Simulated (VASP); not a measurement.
# TiN (Osbornite) (Fm-3m) in VASP: further runs

Runs on TiN (Osbornite). Level: PBE. Tasks: single point.

All numbers are computed with VASP 6.6.1; they aren't measurements. Logs are shortened: lines on timing, memory, paths and dates and some standing lists are left out, and cuts for length are marked.

## (1) The cell of the first run

The structure is cubic, space group Fm-3m (No. 225). Conventional cell: a = 4.227 Å, b = 4.227 Å, c = 4.227 Å, α = 90.00°, β = 90.00°, γ = 90.00°. Within 2.8 Å of Ti (site symmetry m-3m) lie 6 N at 2.11 Å. N (site symmetry m-3m) has 6 Ti at 2.11 Å within 2.8 Å.

## (2) Single point, PBE

INCAR reads:

```
SYSTEM = TiN
ALGO     = Normal         ! electronic algorithm
EDIFF    = 1E-6           ! SCF threshold, eV
ENCUT    = 520            ! plane-wave cutoff, eV
GGA      = PE             ! functional
ISIF     = 2              ! what is computed and relaxed
ISMEAR   = 1              ! smearing method
LASPH    = .True.         ! aspherical terms in the spheres
LCHARG   = .False.        ! write CHGCAR
LREAL    = .False.        ! projectors in reciprocal space
LWAVE    = .False.        ! write WAVECAR
NBANDS   = 16             ! bands
NELM     = 60             ! most SCF steps
PREC     = Accurate       ! precision mode
SIGMA    = 0.05           ! smearing width, eV
```

KPOINTS reads:

```
k-points
0
Gamma
  12 12 12
  0 0 0
```

POSCAR reads:

```
TiN
1.0
    0.0000000000      2.1134603306      2.1134603306
    2.1134603306      0.0000000000      2.1134603306
    2.1134603306      2.1134603306      0.0000000000
Ti N
1 1
Direct
    0.0000000000      0.0000000000      0.0000000000
    0.5000000000      0.5000000000      0.5000000000
```

Potentials or basis: VASP PAW PBE potentials, release 64 (Ti_sv, N).

The run is started by

```sh
cat potpaw_PBE.64/Ti_sv/POTCAR potpaw_PBE.64/N/POTCAR > POTCAR
mpirun -np 1 vasp_std > vasp.out
```

OUTCAR:

```text
SYSTEM = TiN
   EDIFF = 1E-6
   ENCUT = 520
   GGA = PE
   ISIF = 2
   ISMEAR = 1
   LASPH = .True.
   LREAL = .False.
   NELM = 60
   PREC = Accurate

 ion  position               nearest neighbor table
   1  0.000  0.000  0.000-   2 2.11   2 2.11   2 2.11   2 2.11   2 2.11   2 2.11
   2  0.500  0.500  0.500-   1 2.11   1 2.11   1 2.11   1 2.11   1 2.11   1 2.11

  LATTYP: Found a face centered cubic cell.
 ALAT       =     4.2269206612

  Lattice vectors:

 A1 = (   0.0000000000,   2.1134603306,   2.1134603306)
 A2 = (   2.1134603306,   0.0000000000,   2.1134603306)
 A3 = (   2.1134603306,   2.1134603306,   0.0000000000)

Analysis of symmetry for initial positions (statically):
=====================================================================
 Subroutine PRICEL returns:
 Original cell was already a primitive cell.

 Routine SETGRP: Setting up the symmetry group for a
 face centered cubic supercell.

 Subroutine GETGRP returns: Found 48 space group operations
 (whereof 48 operations were pure point group operations)
 out of a pool of 48 trial point group operations.

The static configuration has the point symmetry O_h .

Analysis of symmetry for dynamics (positions and initial velocities):
=====================================================================
 Subroutine PRICEL returns:
 Original cell was already a primitive cell.

 Routine SETGRP: Setting up the symmetry group for a
 face centered cubic supercell.

 Subroutine GETGRP returns: Found 48 space group operations
 (whereof 48 operations were pure point group operations)
 out of a pool of 48 trial point group operations.

The dynamic configuration has the point symmetry O_h .

 Subroutine INISYM returns: Found 48 space group operations
 (whereof 48 operations are pure point group operations),
 and found     1 'primitive' translations

----------------------------------------------------------------------------------------

                                     Primitive cell

  volume of cell :      18.8804

  direct lattice vectors                    reciprocal lattice vectors
     0.000000000  2.113460331  2.113460331    -0.236578843  0.236578843  0.236578843
     2.113460331  0.000000000  2.113460331     0.236578843 -0.236578843  0.236578843
     2.113460331  2.113460331  0.000000000     0.236578843  0.236578843 -0.236578843

  length of vectors
     2.988884263  2.988884263  2.988884263     0.409766576  0.409766576  0.409766576

  position of ions in fractional coordinates (direct lattice)
     0.000000000  0.000000000  0.000000000
     0.500000000  0.500000000  0.500000000

  ion indices of the primitive-cell ions
   primitive index   ion index
                 1           1
                 2           2

----------------------------------------------------------------------------------------

 KPOINTS: k-points

Automatic generation of k-mesh.
 Grid dimensions read from file:
 generate k-points for:   12   12   12

 Generating k-lattice:

  Cartesian coordinates                     Fractional coordinates (reciprocal lattice)
    -0.019714904  0.019714904  0.019714904     0.083333333  0.000000000  0.000000000
     0.019714904 -0.019714904  0.019714904     0.000000000  0.083333333  0.000000000
     0.019714904  0.019714904 -0.019714904     0.000000000  0.000000000  0.083333333

  Length of vectors
     0.034147215  0.034147215  0.034147215

  Shift w.r.t. Gamma in fractional coordinates (k-lattice)
     0.000000000  0.000000000  0.000000000

 Subroutine IBZKPT returns following result:
 ===========================================

 Found     72 irreducible k-points:

 Following reciprocal coordinates:
            Coordinates               Weight
  0.000000  0.000000  0.000000      1.000000
  0.083333  0.000000  0.000000      8.000000
  0.166667  0.000000  0.000000      8.000000
  0.250000  0.000000  0.000000      8.000000
  0.333333  0.000000  0.000000      8.000000
  0.416667  0.000000  0.000000      8.000000
[... 16 lines left out ...]
  0.500000  0.166667  0.000000     24.000000
 -0.416667  0.166667  0.000000     24.000000
 [... further k-points ...]
   k-points           NKPTS =     72   k-points in BZ     NKDIM =     72   number of bands    NBANDS=     16
   number of dos      NEDOS =    301   number of ions     NIONS =      2
   total plane-waves  NPLWV =  13824
   dimension x,y,z NGX =    24 NGY =   24 NGZ =   24
   dimension x,y,z NGXF=    48 NGYF=   48 NGZF=   48
   ions per type =               1   1
   NGX,Y,Z   is equivalent  to a cutoff of  13.35, 13.35, 13.35 a.u.
   NGXF,Y,Z  is equivalent  to a cutoff of  26.70, 26.70, 26.70 a.u.
 SYSTEM =  TiN
   PREC   = accura    normal or accurate (medium, high low for compatibility)
   ISTART =      0    job   : 0-new  1-cont  2-samecut
   ICHARG =      2    charge: 1-file 2-atom 10-const
   ISPIN  =      1    spin polarized calculation?
   LNONCOLLINEAR =      F non collinear calculations
   LSORBIT =      F    spin-orbit coupling
   LASPH  =      T    aspherical Exc in radial PAW
   ENCUT  =  520.0 eV  38.22 Ry    6.18 a.u.   5.56  5.56  5.56*2*pi/ulx,y,z
   NELM   =     60;   NELMIN=  2; NELMDL= -5     # of ELM steps
   EDIFF  = 0.1E-05   stopping-criterion for ELM
   LREAL  =      F    real-space projection
   EDIFFG = 0.1E-04   stopping-criterion for IOM
   NSW    =      0    number of steps for IOM
   IBRION =     -1    ionic relax: 0-MD 1-quasi-New 2-CG
   NFREE  =      0    steps in history (QN), initial steepest desc. (CG)
   ISIF   =      2    stress and relaxation
   ISYM   =      2    0-nonsym 1-usesym 2-fastsym
   POTIM  = 0.5000    time-step for ionic-motion
   TEBEG  =    0.0;   TEEND  =   0.0 temperature during run
   PSTRESS=    0.0 pullay stress
   NELECT =      17.0000    total number of electrons
   NUPDOWN=      -1.0000    fix difference up-down
   EMIN   =  10.00;   EMAX   =-10.00  energy-range for DOS
   EFERMI =   0.00;   METHOD = LEGACY
   ISMEAR =     1;   SIGMA  =   0.05  broadening in eV -4-tet -1-fermi 0-gaus
   EFERMI_NEDOS =   21; number of points for ismear=-14 and -15
   IALGO  =     38    algorithm
   IMIX   =      4    mixing-type and parameters
     AMIX     =   0.40;   BMIX     =  1.00
     AMIX_MAG =   1.60;   BMIX_MAG =  1.00
  volume/ion in A,a.u.               =       9.44        63.71
  Fermi-wavevector in a.u.,A,eV,Ry     =   1.580837  2.987348 34.001572  2.499045
  Thomas-Fermi vector in A             =   2.681004
   LORBIT       =      0    0 simple, 1 ext, 2 COOP (PROOUT), +10 PAW based schemes
   GGA     = PE    functional components
   LHFCALC =     F    Hartree Fock is set to
   AEXX    =    0.0000 exact exchange contribution
   IVDW    =     0    specifies the selected vdW correction
   LEPSILON=     F    determine dielectric tensor
   LRPA    =     F    only Hartree local field effects (RPA)
 non-spin polarized calculation
 Methfessel and Paxton  Order N= 1 SIGMA  =   0.05
  energy-cutoff  :      520.00
  volume of cell :       18.88
 maximum number of plane-waves:       532
 NGX is ok and might be reduce to    24
   NGX = 11   NGY = 11   NGZ = 11

 number of electron      17.0000000 magnetization

 Free energy of the ion-electron system (eV)
  ---------------------------------------------------
  ext. energy  EPLUGINS =         0.00000000
  ---------------------------------------------------
  free energy    TOTEN  =       -19.63329084 eV

  energy without entropy =      -19.63289411  energy(sigma->0) =      -19.63315860

 E-fermi :  11.5396     XC(G=0): -13.0786

 val. band max:       11.5318892218   @ k =   0.5000   0.2500   0.0833
 cond. band min:      11.5421943523   @ k =   0.1667   0.0000   0.0000
 fundamental gap:      0.0103051305
 Fermi energy:        11.5395874554

 k-point     1 :       0.0000    0.0000    0.0000
  band No.  band energies     occupation
      1     -46.2693      2.00000
      2     -22.2407      2.00000
      3     -22.2407      2.00000
      4     -22.2407      2.00000
      5      -5.5755      2.00000
      6       9.5342      2.00000
[... 8 lines left out ...]
     15      24.7960      0.00000
     16      31.4760      0.00000

 k-point     2 :       0.0833    0.0000    0.0000
  band No.  band energies     occupation
      1     -46.2625      2.00000
      2     -22.2878      2.00000
      3     -22.2446      2.00000
      4     -22.2446      2.00000
      5      -5.4383      2.00000
      6       8.8006      2.00000
[... 8 lines left out ...]
     15      24.8953      0.00000
     16      31.2843      0.00000

 k-point     3 :       0.1667    0.0000    0.0000
  band No.  band energies     occupation
      1     -46.2441      2.00000
      2     -22.4146      2.00000
      3     -22.2552      2.00000
      4     -22.2552      2.00000
      5      -5.0504      2.00000
      6       7.4423      2.00000
[... 8 lines left out ...]
     15      24.8899      0.00000
     16      30.5613      0.00000

 k-point     4 :       0.2500    0.0000    0.0000
  band No.  band energies     occupation
      1     -46.2188      2.00000
      2     -22.5835      2.00000
      3     -22.2697      2.00000
      4     -22.2697      2.00000
      5      -4.4799      2.00000
      6       6.0058      2.00000
[... 8 lines left out ...]
     15      24.5798      0.00000
     16      29.2545      0.00000
[... 324 lines left out ...]
 k-point    22 :       0.4167    0.1667    0.0000
  band No.  band energies     occupation
      1     -46.1729      2.00000
      2     -22.7584      2.00000
      3     -22.3616      2.00000
      4     -22.3422      2.00000
      5      -3.7028      2.00000
      6       4.6173      2.00000
[... 8 lines left out ...]
     15      24.6703      0.00000
     16      26.4057      0.00000

 k-point    23 :       0.5000    0.1667    0.0000
  band No.  band energies     occupation
      1     -46.1598      2.00000
      2     -22.8290      2.00000
      3     -22.3924      2.00000
      4     -22.3374      2.00000
      5      -3.3697      2.00000
      6       4.1774      2.00000
[... 8 lines left out ...]
     15      24.8793      0.00000
     16      25.7119      0.00000

 k-point    24 :      -0.4167    0.1667    0.0000
  band No.  band energies     occupation
      1     -46.1581      2.00000
      2     -22.8365      2.00000
      3     -22.4144      2.00000
      4     -22.3216      2.00000
      5      -3.2806      2.00000
      6       4.0440      2.00000
[... 8 lines left out ...]
     15      24.6693      0.00000
     16      25.7284      0.00000

 [... further k-points ...]
[... 5 lines left out ...]
  --------------------------------------------------------------------------------------
  -------------------------------------------------------------------------------------
  Total        0.5242702      0.5242702      0.5242702     -0.0000000      0.0000000     -0.0000000
  in kB       44.4890834     44.4890834     44.4890834     -0.0000000      0.0000000     -0.0000000
  external PRESSURE =      44.4890834 kB  Pullay stress =       0.0000000 kB

 VOLUME and BASIS-vectors are now :
 -----------------------------------------------------------------------------
  energy-cutoff  :      520.00
  volume of cell :       18.88
      direct lattice vectors                 reciprocal lattice vectors
     0.000000000  2.113460331  2.113460331    -0.236578843  0.236578843  0.236578843
     2.113460331  0.000000000  2.113460331     0.236578843 -0.236578843  0.236578843
     2.113460331  2.113460331  0.000000000     0.236578843  0.236578843 -0.236578843

 POSITION                                       TOTAL-FORCE (eV/Angst)
 -----------------------------------------------------------------------------------
      0.00000      0.00000      0.00000        -0.000000      0.000000      0.000000
      2.11346      2.11346      2.11346         0.000000      0.000000      0.000000
 -----------------------------------------------------------------------------------
    total drift:                                0.000000     -0.000000     -0.000000

  FREE ENERGIE OF THE ION-ELECTRON SYSTEM (eV)
  ---------------------------------------------------
  free  energy   TOTEN  =       -19.6332908422 eV

  energy  without entropy=      -19.6328941113  energy(sigma->0) =      -19.63315860
```

Wall time 8.4 s (1 thread of Intel Xeon 6975P-C (Granite Rapids), shared host); peak memory 0.14 GiB.

What came out:

```
Free energy : -19.6333 eV
Pressure    : 4.4 GPa
```

Levels at points of the mesh, in eV from the Fermi level:
```tsv
k point	band 6	band 7	band 8	band 9	band 10	band 11	band 12	band 13
(0.00, 0.00, 0.00)	-2.01	-2.01	-2.01	-0.57	-0.57	-0.57	0.64	0.64
(0.50, 0.00, 0.00)	-8.09	-5.48	-5.48	1.76	1.76	2.44	5.86	5.86
(0.50, 0.50, 0.00)	-5.81	-3.20	-3.20	-3.06	1.71	2.47	2.47	3.73
```

## (3) Single point, PBE

This run uses another cell than the first one, of 9.38 Å³/atom, 0.993 times its volume.

INCAR reads:

```
  PREC = Accurate
  ENCUT = 520
  EDIFF = 1E-6
  ISMEAR = 1
  SIGMA = 0.05
  LREAL = F
  LASPH = T
  NELM = 60
  ALGO = Normal
  ISIF = 2
  LWAVE = F
  LCHARG = F
  GGA = PE
  NBANDS = 16
```

KPOINTS reads:

```
Automatic mesh
0
Gamma
  12 12 12
```

POSCAR reads:

```
TiN
1.0
    0.0000000000      2.1087134883      2.1087134883
    2.1087134883      0.0000000000      2.1087134883
    2.1087134883      2.1087134883      0.0000000000
Ti N
1 1
Direct
    0.0000000000      0.0000000000      0.0000000000
    0.5000000000      0.5000000000      0.5000000000
```

Potentials or basis: VASP PAW PBE potentials, release 64 (Ti_sv, N).

The run is started by

```sh
cat potpaw_PBE.64/Ti_sv/POTCAR potpaw_PBE.64/N/POTCAR > POTCAR
mpirun -np 1 vasp_std > vasp.out
```

Run time: 8.6 s. Hardware: 1 thread of Intel Xeon 6975P-C (Granite Rapids), shared host; peak memory 0.15 GiB.

It converged, with:

| Quantity | Value |
| --- | --- |
| Free energy | -19.6288 eV |
| Pressure | 6.5 GPa |

Levels at points of the mesh, in eV from the Fermi level:
```csv
k point,band 6,band 7,band 8,band 9,band 10,band 11,band 12,band 13
"(0.00, 0.00, 0.00)",-2.01,-2.01,-2.01,-0.58,-0.58,-0.58,0.64,0.64
"(0.50, 0.00, 0.00)",-8.14,-5.52,-5.52,1.78,1.78,2.47,5.91,5.91
"(0.50, 0.50, 0.00)",-5.82,-3.21,-3.21,-3.09,1.73,2.50,2.50,3.78
```

## (4) Single point, PBE

This run uses another cell than the first one, of 9.32 Å³/atom, 0.987 times its volume.

INCAR reads:

```
ALGO = Normal ; EDIFF = 1E-6
ENCUT = 520 ; GGA = PE
ISIF = 2 ; ISMEAR = 1
LASPH = T ; LCHARG = F
LREAL = F ; LWAVE = F
NBANDS = 16 ; NELM = 60
PREC = Accurate ; SIGMA = 0.05
```

KPOINTS reads:

```
k-points
0
Gamma
  12 12 12
```

POSCAR reads:

```
TiN
1.0
    0.0000000000      2.1040948416      2.1040948416
    2.1040948416      0.0000000000      2.1040948416
    2.1040948416      2.1040948416      0.0000000000
Ti N
1 1
Direct
    0.0000000000      0.0000000000      0.0000000000
    0.5000000000      0.5000000000      0.5000000000
```

The run is started by

```sh
cat potpaw_PBE.64/Ti_sv/POTCAR potpaw_PBE.64/N/POTCAR > POTCAR
mpirun -np 1 vasp_std > vasp.out
```

Wall time 8.9 s (1 thread of Intel Xeon 6975P-C (Granite Rapids), shared host); peak memory 0.15 GiB.

It converged, with:

* Free energy: -19.6229 eV
* Pressure: 8.5 GPa

Levels at points of the mesh, in eV from the Fermi level:
| k point | band 7 | band 8 | band 9 | band 10 | band 11 | band 12 |
| --- | --- | --- | --- | --- | --- | --- |
| (0.00, 0.00, 0.00) | -2.02 | -2.02 | -0.59 | -0.59 | -0.59 | 0.65 |
| (0.50, 0.00, 0.00) | -5.55 | -5.55 | 1.80 | 1.80 | 2.49 | 5.97 |
| (0.50, 0.50, 0.00) | -3.21 | -3.21 | -3.12 | 1.75 | 2.52 | 2.52 |

## (5) Overview

| cell | gap on the mesh (eV) | pressure (GPa) |
| --- | --- | --- |
| a = 2.989 Å, angles 60.0°, 2 atoms | none | 4.4 |
| a = 2.982 Å, angles 60.0°, 2 atoms | none | 6.5 |
| a = 2.976 Å, angles 60.0°, 2 atoms | none | 8.5 |

Alike in all rows: task single point; level PBE; potentials or basis VASP PAW PBE potentials, release 64 (Ti_sv, N); no spin polarisation; k mesh 12 × 12 × 12; cutoff (eV) 520; smearing methfessel-paxton 0.05 eV.

Total energies depend on the potentials used, so only differences within one code and one set of settings carry meaning.
